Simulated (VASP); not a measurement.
# Pb (Fm-3m) in VASP: a series of runs

Aim: see how the results for Pb move with the level of theory and the settings. Levels: PBEsol+D3(BJ), LDA. Tasks: relaxation of cell and atoms, single point.

Everything below comes from runs of VASP 6.6.1. Logs are shortened: lines on timing, memory, paths and dates and some standing lists are left out, and cuts for length are marked.

### Step 1. The cell of the first run

Symmetry: Fm-3m, No. 225, cubic system. The conventional cell has a = 4.950 Å, b = 4.950 Å, c = 4.950 Å, α = 90.00°, β = 90.00°, γ = 90.00°. Pb (site symmetry m-3m) has 12 Pb at 3.50 Å within 4.6 Å.

### Step 2. Relaxation of cell and atoms, PBEsol+D3(BJ)

The input, INCAR:

```
ALGO     = Normal         # electronic algorithm
EDIFF    = 1E-6           # SCF threshold, eV
EDIFFG   = -0.01          # ionic threshold
ENCUT    = 600            # plane-wave cutoff, eV
GGA      = PS             # functional
IBRION   = 2              # ionic algorithm
ISIF     = 3              # what is computed and relaxed
ISMEAR   = -1             # smearing method
IVDW     = 12             # dispersion correction
LASPH    = T              # aspherical terms in the spheres
LCHARG   = F              # write CHGCAR
LREAL    = F              # projectors in reciprocal space
LWAVE    = F              # write WAVECAR
NELM     = 80             # most SCF steps
NSW      = 80             # ionic steps
PREC     = Accurate       # precision mode
SIGMA    = 0.05           # smearing width, eV
```

The input, KPOINTS:

```
k-points
0
Gamma
  9 9 9
```

The input, POSCAR:

```
Pb
1.0
    0.0000000000      2.4750200000      2.4750200000
    2.4750200000      0.0000000000      2.4750200000
    2.4750200000      2.4750200000      0.0000000000
Pb
1
Direct
    0.0000000000      0.0000000000      0.0000000000
```

Potentials or basis: VASP PAW PBE potentials, release 64 (Pb_d).

The run is started by

```sh
cat potpaw_PBE.64/Pb_d/POTCAR > POTCAR
mpirun -np 1 vasp_std > vasp.out
```

OUTCAR:

```text
EDIFF = 1E-6
   EDIFFG = -0.01
   ENCUT = 600
   GGA = PS
   IBRION = 2
   ISIF = 3
   ISMEAR = -1
   IVDW = 12
   LASPH = T
   LREAL = F
   NELM = 80
   NSW = 80
   PREC = Accurate
 IVDW          = 12

 ion  position               nearest neighbor table
   1  0.000  0.000  0.000-

  LATTYP: Found a face centered cubic cell.
 ALAT       =     4.9500400000

  Lattice vectors:

 A1 = (   0.0000000000,   2.4750200000,   2.4750200000)
 A2 = (   2.4750200000,   0.0000000000,   2.4750200000)
 A3 = (   2.4750200000,   2.4750200000,   0.0000000000)

Analysis of symmetry for initial positions (statically):
[... 5 lines left out ...]
 face centered cubic supercell.

 Subroutine GETGRP returns: Found 48 space group operations
 (whereof 48 operations were pure point group operations)
 out of a pool of 48 trial point group operations.

The static configuration has the point symmetry O_h .

Analysis of symmetry for dynamics (positions and initial velocities):
[... 5 lines left out ...]
 face centered cubic supercell.

 Subroutine GETGRP returns: Found 48 space group operations
 (whereof 48 operations were pure point group operations)
 out of a pool of 48 trial point group operations.

The dynamic configuration has the point symmetry O_h .

 Subroutine INISYM returns: Found 48 space group operations
 (whereof 48 operations are pure point group operations),
 and found     1 'primitive' translations

----------------------------------------------------------------------------------------

                                     Primitive cell

  volume of cell :      30.3226

  direct lattice vectors                    reciprocal lattice vectors
     0.000000000  2.475020000  2.475020000    -0.202018570  0.202018570  0.202018570
     2.475020000  0.000000000  2.475020000     0.202018570 -0.202018570  0.202018570
     2.475020000  2.475020000  0.000000000     0.202018570  0.202018570 -0.202018570

  length of vectors
     3.500206851  3.500206851  3.500206851     0.349906427  0.349906427  0.349906427

  position of ions in fractional coordinates (direct lattice)
     0.000000000  0.000000000  0.000000000

  ion indices of the primitive-cell ions
   primitive index   ion index
                 1           1

----------------------------------------------------------------------------------------

 KPOINTS: k-points

Automatic generation of k-mesh.
 Grid dimensions read from file:
 generate k-points for:    9    9    9

 Generating k-lattice:

  Cartesian coordinates                     Fractional coordinates (reciprocal lattice)
    -0.022446508  0.022446508  0.022446508     0.111111111  0.000000000  0.000000000
     0.022446508 -0.022446508  0.022446508     0.000000000  0.111111111  0.000000000
     0.022446508  0.022446508 -0.022446508     0.000000000  0.000000000  0.111111111

  Length of vectors
     0.038878492  0.038878492  0.038878492

  Shift w.r.t. Gamma in fractional coordinates (k-lattice)
     0.000000000  0.000000000  0.000000000

 Subroutine IBZKPT returns following result:
 ===========================================

 Found     35 irreducible k-points:

 Following reciprocal coordinates:
            Coordinates               Weight
  0.000000  0.000000  0.000000      1.000000
  0.111111  0.000000  0.000000      8.000000
  0.222222  0.000000  0.000000      8.000000
  0.333333  0.000000  0.000000      8.000000
  0.444444  0.000000  0.000000      8.000000
  0.111111  0.111111  0.000000      6.000000
[... 16 lines left out ...]
 -0.333333  0.333333  0.000000     12.000000
  0.444444  0.444444  0.000000      6.000000
 [... further k-points ...]
   k-points           NKPTS =     35   k-points in BZ     NKDIM =     35   number of bands    NBANDS=     11
   number of dos      NEDOS =    301   number of ions     NIONS =      1
   total plane-waves  NPLWV =  21952
   dimension x,y,z NGX =    28 NGY =   28 NGZ =   28
   dimension x,y,z NGXF=    56 NGYF=   56 NGZF=   56
   ions per type =               1
   NGX,Y,Z   is equivalent  to a cutoff of  13.30, 13.30, 13.30 a.u.
   NGXF,Y,Z  is equivalent  to a cutoff of  26.60, 26.60, 26.60 a.u.
 SYSTEM =  unknown system
   PREC   = accura    normal or accurate (medium, high low for compatibility)
   ISTART =      0    job   : 0-new  1-cont  2-samecut
   ICHARG =      2    charge: 1-file 2-atom 10-const
   ISPIN  =      1    spin polarized calculation?
   LNONCOLLINEAR =      F non collinear calculations
   LSORBIT =      F    spin-orbit coupling
   LASPH  =      T    aspherical Exc in radial PAW
   ENCUT  =  600.0 eV  44.10 Ry    6.64 a.u.   6.99  6.99  6.99*2*pi/ulx,y,z
   NELM   =     80;   NELMIN=  2; NELMDL= -5     # of ELM steps
   EDIFF  = 0.1E-05   stopping-criterion for ELM
   LREAL  =      F    real-space projection
   EDIFFG = -.1E-01   stopping-criterion for IOM
   NSW    =     80    number of steps for IOM
   IBRION =      2    ionic relax: 0-MD 1-quasi-New 2-CG
   NFREE  =      1    steps in history (QN), initial steepest desc. (CG)
   ISIF   =      3    stress and relaxation
   ISYM   =      2    0-nonsym 1-usesym 2-fastsym
   POTIM  = 0.5000    time-step for ionic-motion
   TEBEG  =    0.0;   TEEND  =   0.0 temperature during run
   PSTRESS=    0.0 pullay stress
   NELECT =      14.0000    total number of electrons
   NUPDOWN=      -1.0000    fix difference up-down
   EMIN   =  10.00;   EMAX   =-10.00  energy-range for DOS
   EFERMI =   0.00;   METHOD = LEGACY
   ISMEAR =    -1;   SIGMA  =   0.05  broadening in eV -4-tet -1-fermi 0-gaus
   EFERMI_NEDOS =   21; number of points for ismear=-14 and -15
   IALGO  =     38    algorithm
   IMIX   =      4    mixing-type and parameters
     AMIX     =   0.40;   BMIX     =  1.00
     AMIX_MAG =   1.60;   BMIX_MAG =  1.00
  volume/ion in A,a.u.               =      30.32       204.63
  Fermi-wavevector in a.u.,A,eV,Ry     =   1.265306  2.391081 21.782907  1.600999
  Thomas-Fermi vector in A             =   2.398566
   LORBIT       =      0    0 simple, 1 ext, 2 COOP (PROOUT), +10 PAW based schemes
   GGA     = PS    functional components
   LHFCALC =     F    Hartree Fock is set to
   AEXX    =    0.0000 exact exchange contribution
   IVDW    =    12    specifies the selected vdW correction
   LEPSILON=     F    determine dielectric tensor
   LRPA    =     F    only Hartree local field effects (RPA)
 conjugate gradient relaxation of ions
 non-spin polarized calculation
  energy-cutoff  :      600.00
  volume of cell :       30.32
 maximum number of plane-waves:      1022
   NGX = 13   NGY = 13   NGZ = 13

--------------------------------------- Ionic step        1  -------------------------------------------

 number of electron      13.9999999 magnetization

 Free energy of the ion-electron system (eV)
  ---------------------------------------------------
  ext. energy  EPLUGINS =         0.00000000
  ---------------------------------------------------
  free energy    TOTEN  =        -4.01738415 eV

  energy without entropy =       -4.01428210  energy(sigma->0) =       -4.01583312

------------------------ aborting loop because EDIFF is reached ----------------------------------------

 Edisp (eV)   -0.44141

 E8    (eV) :    -0.3225

  FORCE on cell =-STRESS in cart. coord.  units (eV):
  Direction    XX          YY          ZZ          XY          YZ          ZX
  --------------------------------------------------------------------------------------
  -------------------------------------------------------------------------------------
  Total      -0.58053    -0.58053    -0.58053     0.00000    -0.00000     0.00000
  in kB     -30.67389   -30.67389   -30.67389     0.00000    -0.00000     0.00000
  external pressure =      -30.67 kB  Pullay stress =        0.00 kB
[... 59 lines left out ...]
  energy  without entropy=       -4.4707940789  energy(sigma->0) =       -4.47260155

--------------------------------------- Ionic step        3  -------------------------------------------

 number of electron      14.0000001 magnetization

 Free energy of the ion-electron system (eV)
  ---------------------------------------------------
  ext. energy  EPLUGINS =         0.00000000
  ---------------------------------------------------
  free energy    TOTEN  =        -4.00646057 eV

  energy without entropy =       -4.00316485  energy(sigma->0) =       -4.00481271

 E-fermi :   7.6270     XC(G=0): -10.6426

 val. band max:        7.6237983227   @ k =  -0.2222   0.3333   0.1111
 cond. band min:       7.9272492175   @ k =   0.3333   0.3333   0.0000
 fundamental gap:      0.3034508948
 Fermi energy:         7.6270141802

 k-point     1 :       0.0000    0.0000    0.0000
  band No.  band energies     occupation
      1      -9.2265      2.00000
      2      -9.2265      2.00000
      3      -9.2265      2.00000
      4      -9.0549      2.00000
      5      -9.0549      2.00000
      6      -4.3935      2.00000
      7      15.7213      0.00000
      8      15.7213      0.00000
      9      15.7213      0.00000
     10      17.6083      0.00000
     11      19.9250      0.00000
[... 309 lines left out ...]
 k-point    24 :       0.4444    0.4444    0.0000
  band No.  band energies     occupation
      1      -9.4229      2.00000
      2      -9.3167      2.00000
      3      -8.9106      2.00000
      4      -8.8650      2.00000
      5      -8.8650      2.00000
      6       0.6412      2.00000
      7       4.9415      2.00000
      8      10.0254      0.00000
      9      10.0254      0.00000
     10      13.4655      0.00000
     11      14.7088      0.00000

 [... further k-points ...]

------------------------ aborting loop because EDIFF is reached ----------------------------------------

 Edisp (eV)   -0.47077

 E8    (eV) :    -0.3441

  FORCE on cell =-STRESS in cart. coord.  units (eV):
  Direction    XX          YY          ZZ          XY          YZ          ZX
  --------------------------------------------------------------------------------------
  -------------------------------------------------------------------------------------
  Total      -0.00195    -0.00195    -0.00195    -0.00000    -0.00000     0.00000
  in kB      -0.10988    -0.10988    -0.10988    -0.00000    -0.00000     0.00000
  external pressure =       -0.11 kB  Pullay stress =        0.00 kB
[... 16 lines left out ...]
  FREE ENERGIE OF THE ION-ELECTRON SYSTEM (eV)
  ---------------------------------------------------
  free  energy   TOTEN  =        -4.4772335164 eV

  energy  without entropy=       -4.4739377925  energy(sigma->0) =       -4.47558565

 reached required accuracy - stopping structural energy minimisation
```

It took 17 s on 1 thread of AMD EPYC 9R45 (Zen 5), shared host; peak memory 0.15 GiB.

What came out:

```
Free energy                            : -4.4772 eV
Relaxed volume                         : 28.50 Å³/atom
Relaxed cell                           : a = 3.429 Å, b = 3.429 Å, c = 3.429 Å, α = 60.00°, β = 60.00°, γ = 60.00°
Space group after relaxing (to 0.05 Å) : Fm-3m (No. 225)
Energy gained by relaxing              : 18.4 meV/atom
Ionic steps                            : 3
Pressure after relaxing                : 0.0 GPa
Band gap on the k mesh                 : zero (band 7 reaches 15.72 eV, above the bottom of band 8 at 6.13 eV)
Dispersion energy per atom             : -0.471 eV
```

Step by step:
```
step  energy change (eV)  largest force (eV/Å)  pressure (GPa)  volume (Å³)
   1              0.0000                0.0000           -3.07        30.32
   2             -0.0156                0.0000            1.41        27.85
   3             -0.0184                0.0000           -0.01        28.50
```

Final structure:
```cif
data_structure
_symmetry_space_group_name_H-M 'P 1'
_symmetry_Int_Tables_number 1
_cell_length_a 3.4287
_cell_length_b 3.4287
_cell_length_c 3.4287
_cell_angle_alpha 60.000
_cell_angle_beta 60.000
_cell_angle_gamma 60.000
_cell_volume 28.50
loop_
_atom_site_label
_atom_site_type_symbol
_atom_site_fract_x
_atom_site_fract_y
_atom_site_fract_z
_atom_site_occupancy
Pb1 Pb 0.00000 0.00000 0.00000 1
```

Levels at points of the mesh, in eV from the Fermi level:
```csv
k point,band 3,band 4,band 5,band 6,band 7,band 8,band 9,band 10,band 11
"(0.00, 0.00, 0.00)",-16.85,-16.68,-16.68,-12.02,8.09,8.09,8.09,9.98,12.30
```

Caveat: the PAW data sets were made with another functional, which shifts forces and pressure a little; spin-orbit coupling is left out, which moves the levels of the heavy elements; pairwise dispersion overbinds metals, which lowers pressure and volume.

### Step 3. Single point, LDA, non-collinear spin, zero start, spin-orbit coupling

The input, INCAR:

```
ALGO = Fast ; EDIFF = 1E-6
ENCUT = 520 ; GGA = CA
GGA_COMPAT = False ; ISIF = 2
ISMEAR = -1 ; LASPH = True
LCHARG = True ; LNONCOLLINEAR = True
LORBIT = 11 ; LORBMOM = True
LREAL = False ; LSORBIT = True
LVHAR = True ; LWAVE = False
MAGMOM = 0 0 0 ; NBANDS = 25
NELM = 150 ; PREC = Accurate
SIGMA = 0.05
```

The input, KPOINTS:

```
k-points
0
Gamma
  7 7 7
```

POSCAR is that of step 2.

Potentials or basis: VASP PAW LDA potentials, release 64 (Pb_d).

The run is started by

```sh
cat potpaw_LDA.64/Pb_d/POTCAR > POTCAR
mpirun -np 1 vasp_ncl > vasp.out
```

OUTCAR:

```text
EDIFF = 1E-6
   ENCUT = 520
   GGA = CA
   ISIF = 2
   ISMEAR = -1
   LASPH = True
   LNONCOLLINEAR = True
   LORBIT = 11
   LREAL = False
   LSORBIT = True
   NELM = 150
   PREC = Accurate

 ion  position               nearest neighbor table
   1  0.000  0.000  0.000-

  LATTYP: Found a face centered cubic cell.
 ALAT       =     4.9500400000

  Lattice vectors:

 A1 = (   0.0000000000,   2.4750200000,   2.4750200000)
 A2 = (   2.4750200000,   0.0000000000,   2.4750200000)
 A3 = (   2.4750200000,   2.4750200000,   0.0000000000)

Analysis of symmetry for initial positions (statically):
[... 5 lines left out ...]
 face centered cubic supercell.

 Subroutine GETGRP returns: Found 48 space group operations
 (whereof 48 operations were pure point group operations)
 out of a pool of 48 trial point group operations.

The static configuration has the point symmetry O_h .

Analysis of symmetry for dynamics (positions and initial velocities):
[... 5 lines left out ...]
 face centered cubic supercell.

 Subroutine GETGRP returns: Found 48 space group operations
 (whereof 48 operations were pure point group operations)
 out of a pool of 48 trial point group operations.

The dynamic configuration has the point symmetry O_h .

Analysis of structural, dynamic, and magnetic symmetry:
=====================================================================
 Subroutine PRICEL returns:
 Original cell was already a primitive cell.

 Routine SETGRP: Setting up the symmetry group for a
 face centered cubic supercell.

 Subroutine GETGRP returns: Found 48 space group operations
 (whereof 48 operations were pure point group operations)
 out of a pool of 48 trial point group operations.

The overall configuration has the point symmetry O_h .

 Subroutine INISYM returns: Found 48 space group operations
 (whereof 48 operations are pure point group operations),
[... 715 lines left out ...]
  -------------------------------------------------------------------------------------
  Total       -0.3043293     -0.3043293     -0.3043293     -0.0000000     -0.0000000      0.0000000
  in kB      -16.0800823    -16.0800823    -16.0800823     -0.0000000     -0.0000000      0.0000000
  external PRESSURE =     -16.0800823 kB  Pullay stress =       0.0000000 kB

 VOLUME and BASIS-vectors are now :
 -----------------------------------------------------------------------------
  energy-cutoff  :      520.00
  volume of cell :       30.32
      direct lattice vectors                 reciprocal lattice vectors
     0.000000000  2.475020000  2.475020000    -0.202018570  0.202018570  0.202018570
     2.475020000  0.000000000  2.475020000     0.202018570 -0.202018570  0.202018570
     2.475020000  2.475020000  0.000000000     0.202018570  0.202018570 -0.202018570

 POSITION                                       TOTAL-FORCE (eV/Angst)
 -----------------------------------------------------------------------------------
      0.00000      0.00000      0.00000         0.000000      0.000000      0.000000
 -----------------------------------------------------------------------------------
    total drift:                               -0.000000      0.000000     -0.000000

  FREE ENERGIE OF THE ION-ELECTRON SYSTEM (eV)
  ---------------------------------------------------
  free  energy   TOTEN  =        -4.8169507411 eV

  energy  without entropy=       -4.8140993551  energy(sigma->0) =       -4.81552505

 orbital moment (x)

 # of ion     p       d       tot
 ----------------------------------------
  1         0.000  -0.000  -0.000
 ----------------------------------------
            0.000  -0.000  -0.000

 orbital moment (y)

 # of ion     p       d       tot
 ----------------------------------------
  1         0.000   0.000   0.000
 ----------------------------------------
            0.000   0.000   0.000

 orbital moment (z)

 # of ion     p       d       tot
 ----------------------------------------
  1         0.000   0.000   0.000
 ----------------------------------------
            0.000   0.000   0.000

 Spin-Orbit-Coupling matrix elements

 Ion:    1  E_soc:     -1.1753012
 l=   1
     0.0000000    -0.1269289    -0.1269289
    -0.1269289     0.0000000    -0.1269289
    -0.1269289    -0.1269289     0.0000000
 l=   2
     0.0000000    -0.0138439     0.0000000    -0.0138439    -0.0551107
    -0.0138439     0.0000000    -0.0413330    -0.0138439    -0.0137777
     0.0000000    -0.0413330     0.0000000    -0.0413330     0.0000000
    -0.0138439    -0.0138439    -0.0413330     0.0000000    -0.0137777
    -0.0551107    -0.0137777     0.0000000    -0.0137777     0.0000000
 l=   3
     0.0000000     0.0000000     0.0000000     0.0000000     0.0000000     0.0000000     0.0000000
     0.0000000     0.0000000     0.0000000     0.0000000     0.0000000     0.0000000     0.0000000
     0.0000000     0.0000000     0.0000000     0.0000000     0.0000000     0.0000000     0.0000000
     0.0000000     0.0000000     0.0000000     0.0000000     0.0000000     0.0000000     0.0000000
     0.0000000     0.0000000     0.0000000     0.0000000     0.0000000     0.0000000     0.0000000
     0.0000000     0.0000000     0.0000000     0.0000000     0.0000000     0.0000000     0.0000000
     0.0000000     0.0000000     0.0000000     0.0000000     0.0000000     0.0000000     0.0000000

 total charge

# of ion       s       p       d       tot
------------------------------------------
    1        1.403   0.766   9.806  11.975

 magnetization (x)

# of ion       s       p       d       tot
------------------------------------------
    1       -0.000   0.000   0.000  -0.000

 magnetization (y)

# of ion       s       p       d       tot
------------------------------------------
    1       -0.000   0.000   0.000  -0.000

 magnetization (z)

# of ion       s       p       d       tot
------------------------------------------
    1       -0.000   0.000  -0.000  -0.000
```

Wall time 25 s (1 thread of AMD EPYC 9R45 (Zen 5), shared host); peak memory 0.18 GiB.

Results:

| Item | Value |
| --- | --- |
| Free energy | -4.8170 eV |
| Pressure | -1.6 GPa |
| Net moment | 0.00 μB per cell |
| Valence electrons inside the program's atomic spheres | Pb 11.97 |

Moments on the atoms (μB; x, y, z):
```
Pb  0.00 0.00 0.00
```

### Step 4. How close it comes

Step 2. The cell as given is a measured one (30.32 Å³/atom); PBEsol+D3(BJ) puts the equilibrium volume -6.0 % from it, thermal expansion not counted.
